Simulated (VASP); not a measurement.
# SrTiO3 (Pm-3m) in VASP: single point with r2SCAN+rVV10

Aim: the single point of SrTiO3 with r2SCAN+rVV10.

All numbers are computed with VASP 6.6.1; they aren't measurements. Logs are shortened: lines on timing, memory, paths and dates and some standing lists are left out, and cuts for length are marked.

### Step 1. The cell of the first run

The structure is cubic, space group Pm-3m (No. 221). Conventional cell: a = 3.897 Å, b = 3.897 Å, c = 3.897 Å, α = 90.00°, β = 90.00°, γ = 90.00°. Sr (site symmetry m-3m) has 12 O at 2.76 Å and 8 Ti at 3.37 Å within 3.6 Å. Within 2.6 Å of Ti (site symmetry m-3m) lie 6 O at 1.95 Å. O (site symmetry 4/mmm) has 2 Ti at 1.95 Å within 2.6 Å.

### Step 2. Single point, r2SCAN+rVV10

The input, POSCAR:

```
SrTiO3
1.0
    3.8969886762      0.0000000000      0.0000000000
    0.0000000000      3.8969886762      0.0000000000
    0.0000000000      0.0000000000      3.8969886762
Sr Ti O
1 1 3
Direct
    0.0000000000      0.0000000000      0.0000000000
    0.5000000000      0.5000000000      0.5000000000
    0.5000000000      0.5000000000      0.0000000000
    0.5000000000      0.0000000000      0.5000000000
    0.0000000000      0.5000000000      0.5000000000
```

The input, INCAR.step1:

```
PREC = Accurate ; ENCUT = 520
ISMEAR = -1 ; SIGMA = 0.03
LREAL = F ; LASPH = T
NELM = 60 ; NBANDS = 28
GGA = PE ; ALGO = Normal
EDIFF = 1E-4 ; LWAVE = T
LCHARG = F
```

The input, INCAR.step2:

```
PREC = Accurate ; ENCUT = 520
EDIFF = 1E-6 ; ISMEAR = -1
SIGMA = 0.03 ; LREAL = F
LASPH = T ; NELM = 60
ALGO = Normal ; ISIF = 2
LWAVE = F ; LCHARG = F
METAGGA = R2SCAN ; LMIXTAU = T
LUSE_VDW = T ; IVDW_NL = 2
BPARAM = 11.95 ; CPARAM = 0.0093
NBANDS = 28 ; ISTART = 1
```

The input, KPOINTS:

```
Automatic mesh
0
Gamma
  6 6 6
```

Potentials or basis: VASP PAW PBE potentials, release 64 (Sr_sv, Ti_sv, O).

Started as:

```console
> cat potpaw_PBE.64/Sr_sv/POTCAR potpaw_PBE.64/Ti_sv/POTCAR potpaw_PBE.64/O/POTCAR > POTCAR
> cp INCAR.step1 INCAR
> mpirun -np 1 vasp_std > vasp.out
> cp INCAR.step2 INCAR
> mpirun -np 1 vasp_std > vasp.out
```

OUTCAR:

```text
PREC = Accurate
   ENCUT = 520
   EDIFF = 1E-6
   ISMEAR = -1
   LREAL = F
   LASPH = T
   NELM = 60
   ISIF = 2
   METAGGA = R2SCAN
   IVDW_NL = 2
   BPARAM = 11.95
   ISTART = 1

 ion  position               nearest neighbor table
   1  0.000  0.000  0.000-   3 2.76   4 2.76   5 2.76   4 2.76   5 2.76   3 2.76   5 2.76   5 2.76
                             3 2.76   4 2.76   4 2.76   3 2.76   2 3.37   2 3.37   2 3.37   2 3.37
   2  0.500  0.500  0.500-   3 1.95   4 1.95   5 1.95   3 1.95   4 1.95   5 1.95   1 3.37   1 3.37
                             1 3.37   1 3.37   1 3.37   1 3.37   1 3.37   1 3.37
   3  0.500  0.500  0.000-   2 1.95   2 1.95   1 2.76   1 2.76   1 2.76   1 2.76
   4  0.500  0.000  0.500-   2 1.95   2 1.95   1 2.76   1 2.76   1 2.76   1 2.76
   5  0.000  0.500  0.500-   2 1.95   2 1.95   1 2.76   1 2.76   1 2.76   1 2.76

  LATTYP: Found a simple cubic cell.
 ALAT       =     3.8969886762

  Lattice vectors:

 A1 = (   3.8969886762,   0.0000000000,   0.0000000000)
 A2 = (   0.0000000000,   3.8969886762,   0.0000000000)
 A3 = (   0.0000000000,   0.0000000000,   3.8969886762)

Analysis of symmetry for initial positions (statically):
=====================================================================
 Subroutine PRICEL returns:
 Original cell was already a primitive cell.

 Routine SETGRP: Setting up the symmetry group for a
 simple cubic supercell.

 Subroutine GETGRP returns: Found 48 space group operations
 (whereof 48 operations were pure point group operations)
 out of a pool of 48 trial point group operations.

The static configuration has the point symmetry O_h .

Analysis of symmetry for dynamics (positions and initial velocities):
=====================================================================
 Subroutine PRICEL returns:
 Original cell was already a primitive cell.

 Routine SETGRP: Setting up the symmetry group for a
 simple cubic supercell.

 Subroutine GETGRP returns: Found 48 space group operations
 (whereof 48 operations were pure point group operations)
 out of a pool of 48 trial point group operations.

The dynamic configuration has the point symmetry O_h .

 Subroutine INISYM returns: Found 48 space group operations
 (whereof 48 operations are pure point group operations),
 and found     1 'primitive' translations

----------------------------------------------------------------------------------------

[... 94 lines left out ...]
   LREAL  =      F    real-space projection
   EDIFFG = 0.1E-04   stopping-criterion for IOM
   NSW    =      0    number of steps for IOM
   IBRION =     -1    ionic relax: 0-MD 1-quasi-New 2-CG
   NFREE  =      0    steps in history (QN), initial steepest desc. (CG)
   ISIF   =      2    stress and relaxation
   ISYM   =      2    0-nonsym 1-usesym 2-fastsym
   POTIM  = 0.5000    time-step for ionic-motion
   TEBEG  =    0.0;   TEEND  =   0.0 temperature during run
   PSTRESS=    0.0 pullay stress
   NELECT =      40.0000    total number of electrons
   NUPDOWN=      -1.0000    fix difference up-down
   EMIN   =  10.00;   EMAX   =-10.00  energy-range for DOS
   EFERMI =   0.00;   METHOD = LEGACY
   ISMEAR =    -1;   SIGMA  =   0.03  broadening in eV -4-tet -1-fermi 0-gaus
   EFERMI_NEDOS =   21; number of points for ismear=-14 and -15
   IALGO  =     38    algorithm
   IMIX   =      4    mixing-type and parameters
     AMIX     =   0.40;   BMIX     =  1.00
     AMIX_MAG =   1.60;   BMIX_MAG =  1.00
  volume/ion in A,a.u.               =      11.84        79.88
  Fermi-wavevector in a.u.,A,eV,Ry     =   1.436699  2.714967 28.083826  2.064103
  Thomas-Fermi vector in A             =   2.555858
   LORBIT       =      0    0 simple, 1 ext, 2 COOP (PROOUT), +10 PAW based schemes
   METAGGA = R2SCAN    functional components
   LHFCALC =     F    Hartree Fock is set to
   AEXX    =    0.0000 exact exchange contribution
   IVDW_NL    =     2    kernel type
   BPARAM     =11.9500
   IVDW    =     0    specifies the selected vdW correction
   LEPSILON=     F    determine dielectric tensor
   LRPA    =     F    only Hartree local field effects (RPA)
 non-spin polarized calculation
  energy-cutoff  :      520.00
  volume of cell :       59.18
 maximum number of plane-waves:      1628
 NGX is ok and might be reduce to    30
   NGX = 15   NGY = 15   NGZ = 15

 number of electron      40.0000009 magnetization

 Free energy of the ion-electron system (eV)
  ---------------------------------------------------
  ext. energy  EPLUGINS =         0.00000000
  ---------------------------------------------------
  free energy    TOTEN  =       -62.37138314 eV

  energy without entropy =      -62.37138314  energy(sigma->0) =      -62.37138314

 E-fermi :   4.5035     XC(G=0): -12.0243

 val. band max:        3.8870541250   @ k =   0.5000   0.5000   0.5000
 cond. band min:       6.1689187439   @ k =   0.0000   0.0000   0.0000
 fundamental gap:      2.2818646189
 Fermi energy:         4.5034874286

 k-point     1 :       0.0000    0.0000    0.0000
  band No.  band energies     occupation
      1     -54.7446      2.00000
      2     -29.9490      2.00000
      3     -29.9490      2.00000
      4     -29.9490      2.00000
      5     -29.9264      2.00000
      6     -14.5568      2.00000
[... 609 lines left out ...]
     27      12.8069      0.00000
     28      12.8069      0.00000

------------------------ aborting loop because EDIFF is reached ----------------------------------------

  FORCE on cell =-STRESS in cart. coord.  units (eV):
  Direction    XX          YY          ZZ          XY          YZ          ZX
  --------------------------------------------------------------------------------------
  -------------------------------------------------------------------------------------
  Total        0.3734944      0.3734944      0.3734944     -0.0000000      0.0000000     -0.0000000
  in kB       10.1113052     10.1113052     10.1113052     -0.0000000      0.0000000     -0.0000000
  external PRESSURE =      10.1113052 kB  Pullay stress =       0.0000000 kB

 VOLUME and BASIS-vectors are now :
 -----------------------------------------------------------------------------
  energy-cutoff  :      520.00
  volume of cell :       59.18
      direct lattice vectors                 reciprocal lattice vectors
     3.896988676  0.000000000  0.000000000     0.256608393  0.000000000  0.000000000
     0.000000000  3.896988676  0.000000000     0.000000000  0.256608393  0.000000000
     0.000000000  0.000000000  3.896988676     0.000000000  0.000000000  0.256608393

 POSITION                                       TOTAL-FORCE (eV/Angst)
 -----------------------------------------------------------------------------------
      0.00000      0.00000      0.00000         0.000000      0.000000      0.000000
      1.94849      1.94849      1.94849         0.000000      0.000000      0.000000
      1.94849      1.94849      0.00000         0.000000      0.000000      0.000000
      1.94849      0.00000      1.94849         0.000000      0.000000      0.000000
      0.00000      1.94849      1.94849         0.000000      0.000000      0.000000
 -----------------------------------------------------------------------------------
    total drift:                                0.000000      0.000000     -0.000000

  FREE ENERGIE OF THE ION-ELECTRON SYSTEM (eV)
  ---------------------------------------------------
  free  energy   TOTEN  =       -62.3713831392 eV

  energy  without entropy=      -62.3713831392  energy(sigma->0) =      -62.37138314
```

OSZICAR.step1:

```text
N       E                     dE             d eps       ncg     rms          rms(c)
DAV:   1     0.438195791085E+03    0.43820E+03   -0.21520E+04  1120   0.159E+03
DAV:   2    -0.228078730214E+01   -0.44048E+03   -0.41687E+03  1232   0.441E+02
DAV:   3    -0.482469729317E+02   -0.45966E+02   -0.45641E+02  1580   0.138E+02
DAV:   4    -0.502708480670E+02   -0.20239E+01   -0.20199E+01  1656   0.250E+01
DAV:   5    -0.503222960274E+02   -0.51448E-01   -0.51438E-01  1560   0.335E+00    0.269E+01
DAV:   6    -0.401379644265E+02    0.10184E+02   -0.52115E+01  1564   0.647E+01    0.148E+01
DAV:   7    -0.401375247367E+02    0.43969E-03   -0.72811E+00  1444   0.207E+01    0.111E+01
DAV:   8    -0.401351966413E+02    0.23281E-02   -0.14385E+00  1348   0.125E+01    0.287E+00
DAV:   9    -0.400736058979E+02    0.61591E-01   -0.33495E-01  1412   0.543E+00    0.118E+00
DAV:  10    -0.400680447188E+02    0.55612E-02   -0.85761E-02  1404   0.211E+00    0.661E-01
DAV:  11    -0.400629392052E+02    0.51055E-02   -0.23074E-02  1752   0.142E+00    0.129E-01
DAV:  12    -0.400628880904E+02    0.51115E-04   -0.15493E-03  1352   0.419E-01    0.899E-02
DAV:  13    -0.400629102570E+02   -0.22167E-04   -0.32240E-04  1108   0.145E-01
   1 F= -.40062910E+02 E0= -.40062910E+02  d E =-.137135E-12
```

Wall time 81 s (1 thread of Intel Xeon 6975P-C (Granite Rapids), shared host); peak memory 0.29 GiB.

What came out:

```yaml
Free_energy: -62.3714 eV
Pressure: 1.0 GPa
Band_gap_on_the_k_mesh: 2.28 eV, indirect (least direct gap 2.66 eV)
```

Caveat: the PAW data sets were made with another functional, which shifts forces and pressure a little.
